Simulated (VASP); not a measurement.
# InP (I4/mmm) in VASP: notebook

Runs on InP. Level: PBE. Tasks: single point.

All numbers are computed with VASP 6.6.1; they aren't measurements. Logs are shortened: lines on timing, memory, paths and dates and some standing lists are left out, and cuts for length are marked.

## Step 1: The cell of the first run

The structure is tetragonal, space group I4/mmm (No. 139). The conventional cell has a = 4.532 Å, b = 4.532 Å, c = 4.532 Å, α = 90.00°, β = 90.00°, γ = 90.00°. In (site symmetry 4/mmm) has 2 P at 2.27 Å within 3.0 Å. Within 3.0 Å of P (site symmetry 4/mmm) lie 2 In at 2.27 Å.

## Step 2: Single point, PBE

The input, INCAR:

```
SYSTEM = InP
  PREC = Accurate
  ENCUT = 520
  EDIFF = 1E-7
  ISMEAR = 0
  SIGMA = 0.15
  LREAL = .False.
  LASPH = .True.
  NELM = 60
  ALGO = Normal
  ISIF = 2
  LWAVE = .False.
  LCHARG = .False.
  GGA = PE
  NBANDS = 16
```

The input, KPOINTS:

```
regular mesh
0
Gamma
  16 16 16
  0 0 0
```

The input, POSCAR:

```
InP
1.0
    0.0000000000      3.2047904760      2.2657868665
    3.2047904760      0.0000000000      2.2657868665
    3.2047904760      3.2047904760      0.0000000000
In P
1 1
Direct
    0.0000000000      0.0000000000      0.0000000000
    0.5000000000      0.5000000000      0.5000000000
```

Potentials or basis: VASP PAW PBE potentials, release 64 (In_d, P).

On the command line:

```
$ cat potpaw_PBE.64/In_d/POTCAR potpaw_PBE.64/P/POTCAR > POTCAR
$ mpirun -np 1 vasp_std > vasp.out
```

OUTCAR:

```text
SYSTEM = InP
   PREC = Accurate
   ENCUT = 520
   EDIFF = 1E-7
   ISMEAR = 0
   LREAL = .False.
   LASPH = .True.
   NELM = 60
   ISIF = 2
   GGA = PE

 ion  position               nearest neighbor table
   1  0.000  0.000  0.000-   2 2.27   2 2.27   2 3.20   2 3.20   2 3.20   2 3.20
   2  0.500  0.500  0.500-   1 2.27   1 2.27   1 3.20   1 3.20   1 3.20   1 3.20

  LATTYP: Found a body centered tetragonal cell.
 ALAT       =     4.5322581557
 C/A-ratio  =     0.9998489886

  Lattice vectors:

 A1 = (   0.0000000000,  -3.2047904760,  -2.2657868665)
 A2 = (   0.0000000000,   3.2047904760,  -2.2657868665)
 A3 = (   3.2047904760,   0.0000000000,   2.2657868665)

Analysis of symmetry for initial positions (statically):
=====================================================================
 Subroutine PRICEL returns:
 Original cell was already a primitive cell.

 Routine SETGRP: Setting up the symmetry group for a
 body centered tetragonal supercell.

 Subroutine GETGRP returns: Found 16 space group operations
 (whereof 16 operations were pure point group operations)
 out of a pool of 16 trial point group operations.

The static configuration has the point symmetry D_4h.

Analysis of symmetry for dynamics (positions and initial velocities):
=====================================================================
 Subroutine PRICEL returns:
 Original cell was already a primitive cell.

 Routine SETGRP: Setting up the symmetry group for a
 body centered tetragonal supercell.

 Subroutine GETGRP returns: Found 16 space group operations
 (whereof 16 operations were pure point group operations)
 out of a pool of 16 trial point group operations.

The dynamic configuration has the point symmetry D_4h.

 Subroutine INISYM returns: Found 16 space group operations
 (whereof 16 operations are pure point group operations),
 and found     1 'primitive' translations

----------------------------------------------------------------------------------------

                                     Primitive cell

  volume of cell :      46.5424

  direct lattice vectors                    reciprocal lattice vectors
     0.000000000  3.204790476  2.265786867    -0.156016440  0.156016440  0.220673889
     3.204790476  0.000000000  2.265786867     0.156016440 -0.156016440  0.220673889
     3.204790476  3.204790476  0.000000000     0.156016440  0.156016440 -0.220673889

  length of vectors
     3.924853133  3.924853133  4.532258156     0.312056444  0.312056444  0.312056444

  position of ions in fractional coordinates (direct lattice)
     0.000000000  0.000000000  0.000000000
     0.500000000  0.500000000  0.500000000

  ion indices of the primitive-cell ions
   primitive index   ion index
                 1           1
                 2           2

----------------------------------------------------------------------------------------

 KPOINTS: regular mesh

Automatic generation of k-mesh.
 Grid dimensions read from file:
 generate k-points for:   16   16   16

 Generating k-lattice:

  Cartesian coordinates                     Fractional coordinates (reciprocal lattice)
    -0.009751027  0.009751027  0.013792118     0.062500000 -0.000000000  0.000000000
     0.009751027 -0.009751027  0.013792118    -0.000000000  0.062500000  0.000000000
     0.009751027  0.009751027 -0.013792118     0.000000000  0.000000000  0.062500000

  Length of vectors
     0.019503528  0.019503528  0.019503528

  Shift w.r.t. Gamma in fractional coordinates (k-lattice)
     0.000000000  0.000000000  0.000000000

 Subroutine IBZKPT returns following result:
 ===========================================

 Found    349 irreducible k-points:

 Following reciprocal coordinates:
            Coordinates               Weight
  0.000000  0.000000  0.000000      1.000000
  0.062500  0.000000  0.000000      8.000000
  0.125000  0.000000  0.000000      8.000000
  0.187500  0.000000  0.000000      8.000000
  0.250000  0.000000  0.000000      8.000000
  0.312500  0.000000  0.000000      8.000000
[... 16 lines left out ...]
 -0.125000  0.062500  0.000000      8.000000
 -0.062500  0.062500  0.000000      4.000000
 [... further k-points ...]
   k-points           NKPTS =    349   k-points in BZ     NKDIM =    349   number of bands    NBANDS=     16
   number of dos      NEDOS =    301   number of ions     NIONS =      2
   total plane-waves  NPLWV =  32400
   dimension x,y,z NGX =    30 NGY =   30 NGZ =   36
   dimension x,y,z NGXF=    60 NGYF=   60 NGZF=   72
   ions per type =               1   1
   NGX,Y,Z   is equivalent  to a cutoff of  12.71, 12.71, 13.21 a.u.
   NGXF,Y,Z  is equivalent  to a cutoff of  25.41, 25.41, 26.41 a.u.
 SYSTEM =  InP
   PREC   = accura    normal or accurate (medium, high low for compatibility)
   ISTART =      0    job   : 0-new  1-cont  2-samecut
   ICHARG =      2    charge: 1-file 2-atom 10-const
   ISPIN  =      1    spin polarized calculation?
   LNONCOLLINEAR =      F non collinear calculations
   LSORBIT =      F    spin-orbit coupling
   LASPH  =      T    aspherical Exc in radial PAW
   ENCUT  =  520.0 eV  38.22 Ry    6.18 a.u.   7.30  7.30  8.43*2*pi/ulx,y,z
   NELM   =     60;   NELMIN=  2; NELMDL= -5     # of ELM steps
   EDIFF  = 0.1E-06   stopping-criterion for ELM
   LREAL  =      F    real-space projection
   EDIFFG = 0.1E-05   stopping-criterion for IOM
   NSW    =      0    number of steps for IOM
   IBRION =     -1    ionic relax: 0-MD 1-quasi-New 2-CG
   NFREE  =      0    steps in history (QN), initial steepest desc. (CG)
   ISIF   =      2    stress and relaxation
   ISYM   =      2    0-nonsym 1-usesym 2-fastsym
   POTIM  = 0.5000    time-step for ionic-motion
   TEBEG  =    0.0;   TEEND  =   0.0 temperature during run
   PSTRESS=    0.0 pullay stress
   NELECT =      18.0000    total number of electrons
   NUPDOWN=      -1.0000    fix difference up-down
   EMIN   =  10.00;   EMAX   =-10.00  energy-range for DOS
   EFERMI =   0.00;   METHOD = LEGACY
   ISMEAR =     0;   SIGMA  =   0.15  broadening in eV -4-tet -1-fermi 0-gaus
   EFERMI_NEDOS =   21; number of points for ismear=-14 and -15
   IALGO  =     38    algorithm
   IMIX   =      4    mixing-type and parameters
     AMIX     =   0.40;   BMIX     =  1.00
     AMIX_MAG =   1.60;   BMIX_MAG =  1.00
  volume/ion in A,a.u.               =      23.27       157.04
  Fermi-wavevector in a.u.,A,eV,Ry     =   1.192750  2.253971 19.356375  1.422653
  Thomas-Fermi vector in A             =   2.328781
   LORBIT       =      0    0 simple, 1 ext, 2 COOP (PROOUT), +10 PAW based schemes
   GGA     = PE    functional components
   LHFCALC =     F    Hartree Fock is set to
   AEXX    =    0.0000 exact exchange contribution
   IVDW    =     0    specifies the selected vdW correction
   LEPSILON=     F    determine dielectric tensor
   LRPA    =     F    only Hartree local field effects (RPA)
 non-spin polarized calculation
 Gauss-broadening in eV      SIGMA  =   0.15
  energy-cutoff  :      520.00
  volume of cell :       46.54
 maximum number of plane-waves:      1268
 NGX is ok and might be reduce to    30

 number of electron      18.0000004 magnetization

 Free energy of the ion-electron system (eV)
  ---------------------------------------------------
  ext. energy  EPLUGINS =         0.00000000
  ---------------------------------------------------
  free energy    TOTEN  =        -6.52470689 eV

  energy without entropy =       -6.51426490  energy(sigma->0) =       -6.51948589

 E-fermi :   5.9806     XC(G=0):  -9.8256

 val. band max:        5.9770325778   @ k =   0.3125   0.0000   0.3125
 cond. band min:       5.9953979977   @ k =   0.2500   0.0000   0.1250
 fundamental gap:      0.0183654200
 Fermi energy:         5.9806041440

 k-point     1 :       0.0000    0.0000    0.0000
  band No.  band energies     occupation
      1      -9.3712      2.00000
      2      -8.6825      2.00000
      3      -8.6825      2.00000
      4      -8.5901      2.00000
      5      -8.5202      2.00000
      6      -5.4141      2.00000
[... 8 lines left out ...]
     15      13.1679      0.00000
     16      13.7192      0.00000

 k-point     2 :       0.0625    0.0000    0.0000
  band No.  band energies     occupation
      1      -9.3612      2.00000
      2      -8.6817      2.00000
      3      -8.6815      2.00000
      4      -8.5886      2.00000
      5      -8.5209      2.00000
      6      -5.3848      2.00000
[... 8 lines left out ...]
     15      13.7316      0.00000
     16      14.1158      0.00000

 k-point     3 :       0.1250    0.0000    0.0000
  band No.  band energies     occupation
      1      -9.3330      2.00000
      2      -8.6795      2.00000
      3      -8.6795      2.00000
      4      -8.5835      2.00000
      5      -8.5228      2.00000
      6      -5.2963      2.00000
[... 8 lines left out ...]
     15      14.5410      0.00000
     16      14.7738      0.00000

 k-point     4 :       0.1875    0.0000    0.0000
  band No.  band energies     occupation
      1      -9.2914      2.00000
      2      -8.6787      2.00000
      3      -8.6767      2.00000
      4      -8.5734      2.00000
      5      -8.5255      2.00000
      6      -5.1483      2.00000
[... 8 lines left out ...]
     15      14.4774      0.00000
     16      15.9572      0.00000

 k-point     5 :       0.2500    0.0000    0.0000
  band No.  band energies     occupation
      1      -9.2432      2.00000
      2      -8.6805      2.00000
      3      -8.6741      2.00000
      4      -8.5587      2.00000
      5      -8.5284      2.00000
      6      -4.9437      2.00000
[... 8 lines left out ...]
     15      14.9817      0.00000
     16      17.1320      0.00000

 k-point     6 :       0.3125    0.0000    0.0000
  band No.  band energies     occupation
      1      -9.1961      2.00000
      2      -8.6843      2.00000
      3      -8.6722      2.00000
      4      -8.5418      2.00000
      5      -8.5309      2.00000
      6      -4.6942      2.00000
[... 8 lines left out ...]
     15      15.8860      0.00000
     16      17.2226      0.00000

 k-point     7 :       0.3750    0.0000    0.0000
  band No.  band energies     occupation
      1      -9.1572      2.00000
      2      -8.6885      2.00000
      3      -8.6713      2.00000
      4      -8.5327      2.00000
      5      -8.5264      2.00000
      6      -4.4293      2.00000
[... 8 lines left out ...]
     15      16.6418      0.00000
     16      16.8896      0.00000

 k-point     8 :       0.4375    0.0000    0.0000
  band No.  band energies     occupation
      1      -9.1316      2.00000
      2      -8.6916      2.00000
      3      -8.6710      2.00000
      4      -8.5337      2.00000
      5      -8.5157      2.00000
      6      -4.2088      2.00000
[... 8 lines left out ...]
     15      16.1572      0.00000
     16      17.8881      0.00000

 k-point     9 :       0.5000    0.0000    0.0000
  band No.  band energies     occupation
      1      -9.1227      2.00000
      2      -8.6928      2.00000
      3      -8.6709      2.00000
      4      -8.5340      2.00000
      5      -8.5119      2.00000
      6      -4.1190      2.00000
[... 8 lines left out ...]
     15      15.8523      0.00000
     16      18.4418      0.00000
[... 172 lines left out ...]
 k-point    19 :      -0.3750    0.0625    0.0000
  band No.  band energies     occupation
      1      -9.2138      2.00000
      2      -8.6820      2.00000
      3      -8.6664      2.00000
      4      -8.5328      2.00000
      5      -8.5274      2.00000
      6      -4.3148      2.00000
[... 8 lines left out ...]
     15      16.8011      0.00000
     16      16.8336      0.00000

 k-point    20 :      -0.3125    0.0625    0.0000
  band No.  band energies     occupation
      1      -9.2612      2.00000
      2      -8.6774      2.00000
      3      -8.6672      2.00000
      4      -8.5433      2.00000
      5      -8.5303      2.00000
      6      -4.5709      2.00000
[... 8 lines left out ...]
     15      15.7838      0.00000
     16      17.6431      0.00000

 k-point    21 :      -0.2500    0.0625    0.0000
  band No.  band energies     occupation
      1      -9.3071      2.00000
      2      -8.6736      2.00000
      3      -8.6693      2.00000
      4      -8.5604      2.00000
      5      -8.5274      2.00000
      6      -4.8238      2.00000
[... 8 lines left out ...]
     15      15.5423      0.00000
     16      17.4614      0.00000

 k-point    22 :      -0.1875    0.0625    0.0000
  band No.  band energies     occupation
      1      -9.3452      2.00000
      2      -8.6727      2.00000
      3      -8.6725      2.00000
      4      -8.5749      2.00000
      5      -8.5244      2.00000
      6      -5.0421      2.00000
[... 8 lines left out ...]
     15      15.4164      0.00000
     16      16.2283      0.00000

 k-point    23 :      -0.1250    0.0625    0.0000
  band No.  band energies     occupation
      1      -9.3693      2.00000
      2      -8.6765      2.00000
      3      -8.6748      2.00000
      4      -8.5842      2.00000
      5      -8.5220      2.00000
      6      -5.2117      2.00000
[... 8 lines left out ...]
     15      15.1070      0.00000
     16      15.1646      0.00000

 k-point    24 :      -0.0625    0.0625    0.0000
  band No.  band energies     occupation
      1      -9.3752      2.00000
      2      -8.6798      2.00000
      3      -8.6787      2.00000
      4      -8.5882      2.00000
      5      -8.5207      2.00000
      6      -5.3269      2.00000
[... 8 lines left out ...]
     15      14.1739      0.00000
     16      14.6075      0.00000

 [... further k-points ...]

------------------------ aborting loop because EDIFF is reached ----------------------------------------

  FORCE on cell =-STRESS in cart. coord.  units (eV):
  Direction    XX          YY          ZZ          XY          YZ          ZX
  --------------------------------------------------------------------------------------
  -------------------------------------------------------------------------------------
  Total       -1.5457022     -1.5457022     13.1456983      0.0000000      0.0000000      0.0000000
  in kB      -53.2093653    -53.2093653    452.5284722      0.0000000      0.0000000      0.0000000
  external PRESSURE =     115.3699139 kB  Pullay stress =       0.0000000 kB

 VOLUME and BASIS-vectors are now :
 -----------------------------------------------------------------------------
  energy-cutoff  :      520.00
  volume of cell :       46.54
      direct lattice vectors                 reciprocal lattice vectors
     0.000000000  3.204790476  2.265786867    -0.156016440  0.156016440  0.220673889
     3.204790476  0.000000000  2.265786867     0.156016440 -0.156016440  0.220673889
     3.204790476  3.204790476  0.000000000     0.156016440  0.156016440 -0.220673889

 POSITION                                       TOTAL-FORCE (eV/Angst)
 -----------------------------------------------------------------------------------
      0.00000      0.00000      0.00000         0.000000      0.000000     -0.000000
      3.20479      3.20479      2.26579        -0.000000     -0.000000      0.000000
 -----------------------------------------------------------------------------------
    total drift:                               -0.000000      0.000000      0.000000

  FREE ENERGIE OF THE ION-ELECTRON SYSTEM (eV)
  ---------------------------------------------------
  free  energy   TOTEN  =        -6.5247068861 eV

  energy  without entropy=       -6.5142648974  energy(sigma->0) =       -6.51948589
```

It took 4.3 min on 1 thread of Intel Xeon 6975P-C, shared host; peak memory 0.37 GiB.

What came out:

* Free energy: -6.5247 eV
* Pressure: 11.5 GPa
* Band gap on the k mesh: zero (band 9 reaches 6.27 eV, above the bottom of band 10 at 3.74 eV)

Caveat: spin-orbit coupling is left out, which moves the levels of the heavy elements.

## Step 3: Single point, PBE

This run uses another cell than the first one, of the same volume but with other edges.

The input, INCAR:

```
PREC = Accurate ; ENCUT = 520
EDIFF = 1E-6 ; ISMEAR = 0
SIGMA = 0.15 ; LREAL = F
LASPH = T ; NELM = 80
ALGO = Normal ; ISIF = 2
LWAVE = F ; LCHARG = F
GGA = PE ; NBANDS = 16
```

The input, KPOINTS:

```
Automatic mesh
0
Gamma
  16 16 16
```

The input, POSCAR:

```
InP
1.0
    0.0000000000      2.5436438865      3.5967124555
    2.5436438865      0.0000000000      3.5967124555
    2.5436438865      2.5436438865      0.0000000000
In P
1 1
Direct
    0.0000000000      0.0000000000      0.0000000000
    0.5000000000      0.5000000000      0.5000000000
```

Potentials or basis: VASP PAW PBE potentials, release 64 (In_d, P).

On the command line:

```
$ cat potpaw_PBE.64/In_d/POTCAR potpaw_PBE.64/P/POTCAR > POTCAR
$ mpirun -np 1 vasp_std > vasp.out
```

It took 3.2 min on 1 thread of Intel Xeon 6975P-C, shared host; peak memory 0.38 GiB.

Results (log left out):

* Free energy: -7.3125 eV
* Pressure: 6.1 GPa
* Band gap on the k mesh: zero (band 9 reaches 6.91 eV, above the bottom of band 10 at 4.87 eV)

Stress tensor (GPa, compression positive):
```
11.53  0.00  0.00
 0.00 11.53  0.00
 0.00  0.00 -4.70
```

Levels at points of the mesh, in eV from the Fermi level:
```
           k point  band 5  band 6  band 7  band 8  band 9  band 10  band 11  band 12  band 13  band 14
(0.00, 0.00, 0.00)  -14.34  -11.72   -1.07   -1.07   -0.53     0.74     5.39     5.56     5.98     8.56
(0.50, 0.00, 0.00)  -14.28  -10.08   -6.77   -0.67    0.94     1.29     4.19     4.54     6.04    10.15
(0.50, 0.50, 0.00)  -14.32  -10.82   -4.32   -1.53   -1.53     0.14     4.95     7.28    11.00    11.00
(0.50, 0.00, 0.50)  -14.19   -7.89   -4.88   -4.22   -3.00    -0.70     4.16     5.28     9.30     9.37
```

Caveat: spin-orbit coupling is left out, which moves the levels of the heavy elements.

## Step 4: Single point, PBE

This run uses another cell than the first one, of the same volume but with other edges.

The input, INCAR:

```
SYSTEM = InP
ALGO = Normal ; EDIFF = 1E-7
ENCUT = 520 ; GGA = PE
ISIF = 2 ; ISMEAR = 0
LASPH = .True. ; LCHARG = .True.
LELF = .True. ; LREAL = .False.
LVHAR = .True. ; LWAVE = .False.
NBANDS = 16 ; NELM = 80
PREC = Accurate ; SIGMA = 0.15
```

The input, KPOINTS:

```
k-points
0
Gamma
  16 16 16
  0 0 0
```

The input, POSCAR:

```
InP
1.0
    0.0000000000      3.0139298331      2.5618403581
    3.0139298331      0.0000000000      2.5618403581
    3.0139298331      3.0139298331      0.0000000000
In P
1 1
Direct
    0.0000000000      0.0000000000      0.0000000000
    0.5000000000      0.5000000000      0.5000000000
```

On the command line:

```
$ cat potpaw_PBE.64/In_d/POTCAR potpaw_PBE.64/P/POTCAR > POTCAR
$ mpirun -np 1 vasp_std > vasp.out
```

Run time: 3.6 min. Hardware: 1 thread of Intel Xeon 6975P-C, shared host; peak memory 0.38 GiB.

The run converged. Its results:

```
Free energy            : -7.6314 eV
Pressure               : -2.0 GPa
Band gap on the k mesh : zero (band 9 reaches 6.21 eV, above the bottom of band 10 at 3.48 eV)
```

Stress tensor (GPa, compression positive):
```
-7.21  0.00  0.00
 0.00 -7.21  0.00
 0.00  0.00  8.28
```

Levels at points of the mesh, in eV from the Fermi level:
| k point | band 7 | band 8 | band 9 | band 10 | band 11 | band 12 |
| --- | --- | --- | --- | --- | --- | --- |
| (0.00, 0.00, 0.00) | -1.31 | 0.05 | 0.22 | 0.22 | 6.56 | 6.56 |
| (0.50, 0.00, 0.00) | -6.29 | -0.17 | 0.20 | 2.00 | 2.80 | 4.73 |
| (0.50, 0.50, 0.00) | -4.47 | -3.10 | -2.49 | -2.49 | 3.59 | 8.67 |
| (0.50, 0.00, 0.50) | -4.44 | -2.75 | -1.95 | -0.95 | 4.40 | 7.22 |

Caveat: spin-orbit coupling is left out, which moves the levels of the heavy elements.

## Step 5: Overview

```csv
cell,gap on the mesh (eV),pressure (GPa)
"a = 3.925, b = 3.925, c = 4.532 Å, angles 54.7, 54.7, 70.5°, 2 atoms",none,11.5
"a = 4.405, b = 4.405, c = 3.597 Å, angles 65.9, 65.9, 48.2°, 2 atoms",none,6.1
"a = 3.956, b = 3.956, c = 4.262 Å, angles 57.4, 57.4, 65.2°, 2 atoms",none,-2.0
```

Alike in all rows: task single point; level PBE; potentials or basis VASP PAW PBE potentials, release 64 (In_d, P); no spin polarisation; k mesh 16 × 16 × 16; cutoff (eV) 520; smearing gaussian 0.15 eV.

Caveats: spin-orbit coupling is left out, which moves the levels of the heavy elements.

Total energies depend on the potentials used, so only differences within one code and one set of settings carry meaning.
